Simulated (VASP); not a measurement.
Crystal: PbF2 (Fluorocronite).

```
Pb F
1.0
     0.00000    2.96366    2.96366
     2.96366    0.00000    2.96366
     2.96366    2.96366    0.00000
Pb F
1 2
Direct
  0.00000 0.00000 0.00000
  0.75000 0.75000 0.75000
  0.25000 0.25000 0.25000
```

Program: VASP 6.6.1. Alike in all runs: task single point; potentials or basis VASP PAW PBE potentials, release 64 (Pb_d, F); cell as given; cutoff (eV) 600. Hardware: 1 thread of AMD EPYC 7R43 64-Core Processor (Zen 3), with other jobs on the host.

Order these runs on this cell by their wall time, lowest first.
A. level PBE; spin off; k mesh 8 × 8 × 8; smearing gaussian 0.012 eV
B. level PBE; spin off; k mesh 5 × 5 × 5; smearing fermi-dirac 0.05 eV
C. level PBEsol; spin non-collinear, zero start, SOC; k mesh 6 × 6 × 6; smearing fermi-dirac 0.05 eV

B (19 s), A (64 s), C (230 s).
